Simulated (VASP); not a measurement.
# Al8N7 (a cell with a defect) in VASP: single point with PBE

Aim: the single point of Al8N7 (a cell with a defect) with PBE.

Program: VASP 6.6.1. These are calculated values, not measurements. Logs are shortened: lines on timing, memory, paths and dates and some standing lists are left out, and cuts for length are marked.

**1. The cell of the first run**

The cell holds a defect, 15 atoms: a = 6.162 Å, b = 5.336 Å, c = 5.031 Å, α = 90.00°, β = 90.00°, γ = 90.00°.

**2. Single point, PBE, collinear spin**

Contents of INCAR:

```
ALGO = Normal
EDIFF = 1E-7
ENCUT = 520
GGA = PE
ISIF = 2
ISMEAR = 0
ISPIN = 2
LASPH = True
LCHARG = True
LELF = True
LORBIT = 11
LREAL = Auto
LVHAR = True
LWAVE = False
MAGMOM = 0 0 0 0 0 0 0 0 0 0 0 0 0 1 0
NBANDS = 46
NELM = 150
PREC = Accurate
SIGMA = 0.05
```

Contents of KPOINTS:

```
k-points
0
Gamma
  2 2 2
```

Contents of POSCAR:

```
Al8N7
1.0
   -3.0810000000     -5.3364490000      0.0000000000
    4.6215000000     -2.6682240000      0.0000000000
    0.0000000000      0.0000000000      5.0310000000
Al N
8 7
Direct
    0.4978132257      0.3305950070      0.0031289889
    0.4998293063      0.6661718180      0.4977249045
    0.2458138444      0.8090970093      0.0059309414
    0.2489107908      0.1659558230      0.5069798594
    0.0141414458      0.3454650444      0.0062769856
   -0.0110524176      0.6743773814      0.5092788077
    0.7536864589      0.8379647856     -0.0177665089
    0.7500072284      0.1699301069      0.5001981005
    0.4980220798      0.3321053656      0.3812468663
    0.5039405896      0.6626278960      0.8746395165
    0.2445911336      0.8322340432      0.3883288968
    0.2497100953      0.1478025003      0.8854429300
    0.0000364910      0.3400183990      0.3902637917
   -0.2533795349      0.8385152892      1.3616934168
    0.7579292227      0.1804728211      0.8806325028
```

Potentials or basis: VASP PAW PBE potentials, release 64 (Al, N).

Command:

```bash
cat potpaw_PBE.64/Al/POTCAR potpaw_PBE.64/N/POTCAR > POTCAR
mpirun -np 1 vasp_std > vasp.out
```

OUTCAR:

```text
EDIFF = 1E-7
   ENCUT = 520
   GGA = PE
   ISIF = 2
   ISMEAR = 0
   ISPIN = 2
   LASPH = True
   LORBIT = 11
   LREAL = Auto
   NELM = 150
   PREC = Accurate

 ion  position               nearest neighbor table
   1  0.498  0.331  0.003-  10 1.89  15 1.89   9 1.90  12 1.91   5 2.98   3 2.99   4 3.06   2 3.07
                             8 3.07   7 3.07   4 3.09   8 3.09   2 3.11   7 3.13   5 3.18   3 3.19
   2  0.500  0.666  0.498-   9 1.88  11 1.89  10 1.90  14 1.90   6 3.01   3 3.03   7 3.04   8 3.06
                             1 3.07   4 3.08   4 3.09   3 3.09   8 3.10   1 3.11   6 3.15   7 3.16
   3  0.246  0.809  0.006-  10 1.89  12 1.91  11 1.93   5 2.86   1 2.99   2 3.03   7 3.04   6 3.04
                             6 3.07   2 3.09   7 3.14   4 3.15   4 3.16   1 3.19   5 3.20
   4  0.249  0.166  0.507-  11 1.88   9 1.88  13 1.89  12 1.91   5 3.05   1 3.06   5 3.06   6 3.07
                             8 3.07   2 3.08   2 3.09   8 3.09   1 3.09   6 3.15   3 3.15   3 3.16
   5  0.014  0.345  0.006-  12 1.89  15 1.92  13 1.93   3 2.86   1 2.98   4 3.05   4 3.06   6 3.06
                             7 3.08   6 3.08   8 3.11   7 3.15   8 3.16   1 3.18   3 3.20
   6  0.989  0.674  0.509-  13 1.88  14 1.88  11 1.89   7 2.92   2 3.01   8 3.03   3 3.04   5 3.06
                             8 3.07   3 3.07   4 3.07   5 3.08   7 3.15   2 3.15   4 3.15
   7  0.754  0.838  0.982-  10 1.88  15 1.90  14 1.91   6 2.92   8 3.00   2 3.04   3 3.04   1 3.07
                             5 3.08   1 3.13   3 3.14   6 3.15   5 3.15   8 3.15   2 3.16
   8  0.750  0.170  0.500-  13 1.87   9 1.88  14 1.90  15 1.92   7 3.00   6 3.03   2 3.06   1 3.07
                             6 3.07   4 3.07   4 3.09   1 3.09   2 3.10   5 3.11   7 3.15   5 3.16
   9  0.498  0.332  0.381-   8 1.88   2 1.88   4 1.88   1 1.90
  10  0.504  0.663  0.875-   7 1.88   1 1.89   3 1.89   2 1.90
  11  0.245  0.832  0.388-   4 1.88   6 1.89   2 1.89   3 1.93
  12  0.250  0.148  0.885-   5 1.89   4 1.91   3 1.91   1 1.91
  13  0.000  0.340  0.390-   8 1.87   6 1.88   4 1.89   5 1.93
  14  0.747  0.839  0.362-   6 1.88   8 1.90   2 1.90   7 1.91
  15  0.758  0.180  0.881-   1 1.89   7 1.90   5 1.92   8 1.92

  LATTYP: Found a simple orthorhombic cell.
 ALAT       =     5.0310000000
 B/A-ratio  =     1.0607132585
 C/A-ratio  =     1.2248062811

  Lattice vectors:

 A1 = (   0.0000000000,   0.0000000000,  -5.0310000000)
 A2 = (   4.6215000000,  -2.6682240000,   0.0000000000)
 A3 = (  -3.0810000000,  -5.3364490000,   0.0000000000)

Analysis of symmetry for initial positions (statically):
=====================================================================
 Subroutine PRICEL returns:
 Original cell was already a primitive cell.

 Routine SETGRP: Setting up the symmetry group for a
 simple orthorhombic supercell.

 Subroutine GETGRP returns: Found  1 space group operations
 (whereof  1 operations were pure point group operations)
 out of a pool of  8 trial point group operations.

The static configuration has the point symmetry C_1 .

Analysis of symmetry for dynamics (positions and initial velocities):
=====================================================================
 Subroutine PRICEL returns:
 Original cell was already a primitive cell.

 Routine SETGRP: Setting up the symmetry group for a
 simple orthorhombic supercell.

 Subroutine GETGRP returns: Found  1 space group operations
 (whereof  1 operations were pure point group operations)
 out of a pool of  8 trial point group operations.

The dynamic configuration has the point symmetry C_1 .

Analysis of structural, dynamic, and magnetic symmetry:
=====================================================================
 Subroutine PRICEL returns:
 Original cell was already a primitive cell.

 Routine SETGRP: Setting up the symmetry group for a
 simple orthorhombic supercell.

 Subroutine GETGRP returns: Found  1 space group operations
 (whereof  1 operations were pure point group operations)
 out of a pool of  8 trial point group operations.

The overall configuration has the point symmetry C_1 .

 Subroutine INISYM returns: Found  1 space group operations
 (whereof  1 operations are pure point group operations),
 and found     1 'primitive' translations

----------------------------------------------------------------------------------------

                                     Primitive cell

  volume of cell :     165.4354

  direct lattice vectors                    reciprocal lattice vectors
    -3.081000000 -5.336449000  0.000000000    -0.081142475 -0.140542903  0.000000000
     4.621500000 -2.668224000  0.000000000     0.162284980 -0.093695269  0.000000000
     0.000000000  0.000000000  5.031000000     0.000000000  0.000000000  0.198767641

  length of vectors
     6.162000400  5.336448404  5.031000000     0.162284962  0.187390550  0.198767641

  position of ions in fractional coordinates (direct lattice)
     0.497813226  0.330595007  0.003128989
     0.499829306  0.666171818  0.497724904
[... 77 lines left out ...]
   PREC   = accura    normal or accurate (medium, high low for compatibility)
   ISTART =      0    job   : 0-new  1-cont  2-samecut
   ICHARG =      2    charge: 1-file 2-atom 10-const
   ISPIN  =      2    spin polarized calculation?
   LNONCOLLINEAR =      F non collinear calculations
   LSORBIT =      F    spin-orbit coupling
   LASPH  =      T    aspherical Exc in radial PAW
   ENCUT  =  520.0 eV  38.22 Ry    6.18 a.u.  11.46  9.92  9.35*2*pi/ulx,y,z
   NELM   =    150;   NELMIN=  2; NELMDL= -5     # of ELM steps
   EDIFF  = 0.1E-06   stopping-criterion for ELM
   LREAL  =      T    real-space projection
   EDIFFG = 0.1E-05   stopping-criterion for IOM
   NSW    =      0    number of steps for IOM
   IBRION =     -1    ionic relax: 0-MD 1-quasi-New 2-CG
   NFREE  =      0    steps in history (QN), initial steepest desc. (CG)
   ISIF   =      2    stress and relaxation
   ISYM   =      2    0-nonsym 1-usesym 2-fastsym
   POTIM  = 0.5000    time-step for ionic-motion
   TEBEG  =    0.0;   TEEND  =   0.0 temperature during run
   PSTRESS=    0.0 pullay stress
   NELECT =      59.0000    total number of electrons
   NUPDOWN=      -1.0000    fix difference up-down
   EMIN   =  10.00;   EMAX   =-10.00  energy-range for DOS
   EFERMI =   0.00;   METHOD = LEGACY
   ISMEAR =     0;   SIGMA  =   0.05  broadening in eV -4-tet -1-fermi 0-gaus
   EFERMI_NEDOS =   21; number of points for ismear=-14 and -15
   IALGO  =     38    algorithm
   IMIX   =      4    mixing-type and parameters
     AMIX     =   0.40;   BMIX     =  1.00
     AMIX_MAG =   1.60;   BMIX_MAG =  1.00
  volume/ion in A,a.u.               =      11.03        74.43
  Fermi-wavevector in a.u.,A,eV,Ry     =   1.160957  2.193890 18.338213  1.347821
  Thomas-Fermi vector in A             =   2.297534
   LORBIT       =     11    0 simple, 1 ext, 2 COOP (PROOUT), +10 PAW based schemes
   GGA     = PE    functional components
   LHFCALC =     F    Hartree Fock is set to
   AEXX    =    0.0000 exact exchange contribution
   IVDW    =     0    specifies the selected vdW correction
   LEPSILON=     F    determine dielectric tensor
   LRPA    =     F    only Hartree local field effects (RPA)
 spin polarized calculation
 Gauss-broadening in eV      SIGMA  =   0.05
  energy-cutoff  :      520.00
  volume of cell :      165.44
 maximum number of plane-waves:      4500
 NGX is ok and might be reduce to    48
   NGX = 23   NGY = 19   NGZ = 19

 number of electron      59.0000002 magnetization       0.0000140

 number of electron      59.0000002 magnetization      -0.0000159

 Free energy of the ion-electron system (eV)
  ---------------------------------------------------
  ext. energy  EPLUGINS =         0.00000000
  ---------------------------------------------------
  free energy    TOTEN  =      -105.08299162 eV

  energy without entropy =     -105.08295960  energy(sigma->0) =     -105.08297561

 E-fermi :   9.2291     XC(G=0): -10.7839

 val. band max:        9.1129723210   @ k =   0.5000   0.5000   0.0000
 cond. band min:       9.3452338044   @ k =   0.0000   0.5000   0.0000
 fundamental gap:      0.2322614834
 Fermi energy:         9.2291074024

 spin component 1

 k-point     1 :       0.0000    0.0000    0.0000
  band No.  band energies     occupation
      1      -9.0896      1.00000
      2      -7.3591      1.00000
      3      -7.3401      1.00000
      4      -7.1930      1.00000
      5      -6.8888      1.00000
      6      -6.6050      1.00000
[... 341 lines left out ...]
     40      14.3501      0.00000
     41      15.3949      0.00000
 Fermi energy:         9.2291074024

 spin component 2

 k-point     1 :       0.0000    0.0000    0.0000
  band No.  band energies     occupation
      1      -9.0896      1.00000
      2      -7.3591      1.00000
      3      -7.3401      1.00000
      4      -7.1930      1.00000
      5      -6.8888      1.00000
      6      -6.6050      1.00000
[... 341 lines left out ...]
     40      14.3501      0.00000
     41      15.3949      0.00000
 [bands above 41 left out]

------------------------ aborting loop because EDIFF is reached ----------------------------------------

  FORCE on cell =-STRESS in cart. coord.  units (eV):
  Direction    XX          YY          ZZ          XY          YZ          ZX
  --------------------------------------------------------------------------------------
  -------------------------------------------------------------------------------------
  Total        7.3986010      4.5633035      0.9773596      2.1163432     -1.0267037     -1.8932152
  in kB       71.6525807     44.1938238      9.4653482     20.4959629     -9.9432269    -18.3350551
  external PRESSURE =      41.7705842 kB  Pullay stress =       0.0000000 kB

 VOLUME and BASIS-vectors are now :
 -----------------------------------------------------------------------------
  energy-cutoff  :      520.00
  volume of cell :      165.44
      direct lattice vectors                 reciprocal lattice vectors
    -3.081000000 -5.336449000  0.000000000    -0.081142475 -0.140542903  0.000000000
     4.621500000 -2.668224000  0.000000000     0.162284980 -0.093695269  0.000000000
     0.000000000  0.000000000  5.031000000     0.000000000  0.000000000  0.198767641

 POSITION                                       TOTAL-FORCE (eV/Angst)
 -----------------------------------------------------------------------------------
     -0.00592     -3.53866      0.01574         0.001569      0.013842      0.003071
      1.53874     -4.44481      2.50405         0.015532      0.002678     -0.005741
      2.98189     -3.47063      0.02984         0.008539      0.012901      0.016667
      0.00007     -1.77111      2.55062        -0.012573      0.011142      0.001208
      1.55300     -0.99724      0.03158         0.003230     -0.009161      0.003374
      0.06969     -7.07686      2.56218         0.012604     -0.018512     -0.000810
      1.55055     -6.25789      4.94162        -0.019358     -0.005244      0.010035
     -1.52544     -4.45579      2.51650        -0.005643     -0.006940     -0.000996
      0.00042     -3.54380      1.91805         0.002425     -0.000361     -0.006708
      1.50969     -4.45729      4.40031        -0.017773      0.009833     -0.013858
      3.09258     -3.52583      1.95368         0.002908     -0.004181      0.014570
     -0.08629     -1.72694      4.45466         0.005818     -0.014122     -0.022777
      1.57128     -0.90744      1.96342        -0.000687      0.000505      0.005442
      1.57486     -6.22165      1.81968        -0.003881      0.005739      0.012206
     -1.50112     -4.52619      4.43046         0.007290      0.001881     -0.015683
 -----------------------------------------------------------------------------------
    total drift:                                0.002442      0.004091      0.019665

  FREE ENERGIE OF THE ION-ELECTRON SYSTEM (eV)
  ---------------------------------------------------
  free  energy   TOTEN  =      -105.0829916153 eV

  energy  without entropy=     -105.0829595978  energy(sigma->0) =     -105.08297561

 total charge

# of ion       s       p       d       tot
------------------------------------------
    1        0.366   0.436   0.000   0.803
    2        0.368   0.442   0.000   0.809
    3        0.387   0.408   0.000   0.795
    4        0.369   0.445   0.000   0.814
    5        0.374   0.401   0.000   0.775
    6        0.375   0.416   0.000   0.792
    7        0.393   0.413   0.000   0.807
    8        0.369   0.445   0.000   0.814
    9        1.223   2.652   0.000   3.875
   10        1.247   2.607   0.000   3.854
   11        1.229   2.626   0.000   3.855
   12        1.232   2.611   0.000   3.843
   13        1.228   2.628   0.000   3.856
   14        1.231   2.618   0.000   3.850
   15        1.231   2.610   0.000   3.841
--------------------------------------------------
tot         11.623  21.759   0.000  33.383

 magnetization (x)

# of ion       s       p       d       tot
------------------------------------------
    1        0.000   0.000   0.000   0.000
    2       -0.000  -0.000   0.000  -0.000
    3       -0.000   0.000   0.000   0.000
    4        0.000   0.000   0.000   0.000
    5        0.000   0.000   0.000   0.000
    6       -0.000  -0.000   0.000  -0.000
    7       -0.000  -0.000   0.000  -0.000
    8       -0.000  -0.000   0.000  -0.000
    9        0.000   0.000   0.000   0.000
   10        0.000   0.000   0.000   0.000
   11        0.000  -0.000   0.000  -0.000
   12        0.000  -0.000   0.000  -0.000
   13        0.000   0.000   0.000   0.000
   14        0.000   0.000   0.000   0.000
   15        0.000   0.000   0.000   0.000
--------------------------------------------------
tot          0.000   0.000   0.000   0.000
```

It took 5 min on 1 thread of Intel Xeon Platinum 8375C at 2.90GHz (Ice Lake), shared host; peak memory 0.33 GiB.

Results:

- Free energy: -105.0830 eV
- Pressure: 4.2 GPa
- Largest force: 0.027 eV/Å
- Net moment: 0.00 μB per cell
- Valence electrons inside the program's atomic spheres: Al 0.80, 0.81, 0.78, 0.79 (each value once); N 3.88, 3.85, 3.84, 3.86 (each value once)

Forces on the atoms (eV/Å):
```
Al   0.002  0.014  0.003
Al   0.016  0.003 -0.006
Al   0.009  0.013  0.017
Al  -0.013  0.011  0.001
Al   0.003 -0.009  0.003
Al   0.013 -0.019 -0.001
Al  -0.019 -0.005  0.010
Al  -0.006 -0.007 -0.001
N    0.002  0.000 -0.007
N   -0.018  0.010 -0.014
N    0.003 -0.004  0.015
N    0.006 -0.014 -0.023
N   -0.001  0.001  0.005
N   -0.004  0.006  0.012
N    0.007  0.002 -0.016
```

Stress tensor (GPa, compression positive):
```
 7.17  2.05 -1.83
 2.05  4.42 -0.99
-1.83 -0.99  0.95
```

Levels at points of the mesh, in eV from the Fermi level:
Spin up:
```
           k point  band 26  band 27  band 28  band 29  band 30  band 31  band 32  band 33
(0.00, 0.00, 0.00)    -3.96    -3.80    -3.70    -3.61     0.44     0.93     1.59     1.97
(0.50, 0.00, 0.00)    -4.32    -3.85    -3.66    -2.95    -0.68     0.93     1.45     1.87
(0.00, 0.50, 0.00)    -3.89    -3.74    -3.64    -3.31     0.12     0.57     1.73     2.12
(0.50, 0.50, 0.00)    -4.17    -4.08    -4.07    -2.88    -0.12     0.84     0.87     3.05
(0.00, 0.00, 0.50)    -3.98    -3.76    -3.75    -3.56     0.46     0.79     1.50     2.00
(0.50, 0.00, 0.50)    -4.21    -4.17    -4.13    -3.18    -0.22     0.81     1.22     3.24
(0.00, 0.50, 0.50)    -4.29    -4.25    -4.15    -3.26     0.30     0.77     1.31     1.85
(0.50, 0.50, 0.50)    -4.51    -4.45    -4.35    -3.04    -0.19     0.56     1.04     2.87
```
Spin down:
```
           k point  band 25  band 26  band 27  band 28  band 29  band 30  band 31  band 32  band 33  band 34
(0.00, 0.00, 0.00)    -4.34    -3.96    -3.80    -3.70    -3.61     0.44     0.93     1.59     1.97     2.21
(0.50, 0.00, 0.00)    -4.49    -4.32    -3.85    -3.66    -2.95    -0.68     0.93     1.45     1.87     2.08
(0.00, 0.50, 0.00)    -4.30    -3.89    -3.74    -3.64    -3.31     0.12     0.57     1.73     2.12     2.79
(0.50, 0.50, 0.00)    -4.19    -4.17    -4.08    -4.07    -2.88    -0.12     0.84     0.87     3.05     3.47
(0.00, 0.00, 0.50)    -4.22    -3.98    -3.76    -3.75    -3.56     0.46     0.79     1.50     2.00     2.53
(0.50, 0.00, 0.50)    -4.29    -4.21    -4.17    -4.13    -3.18    -0.22     0.81     1.22     3.24     3.45
(0.00, 0.50, 0.50)    -4.55    -4.29    -4.25    -4.15    -3.26     0.30     0.77     1.31     1.85     2.10
(0.50, 0.50, 0.50)    -4.59    -4.51    -4.45    -4.35    -3.04    -0.19     0.56     1.04     2.87     2.92
```

Caveat: the k points lie up to 0.62 Å⁻¹ apart.
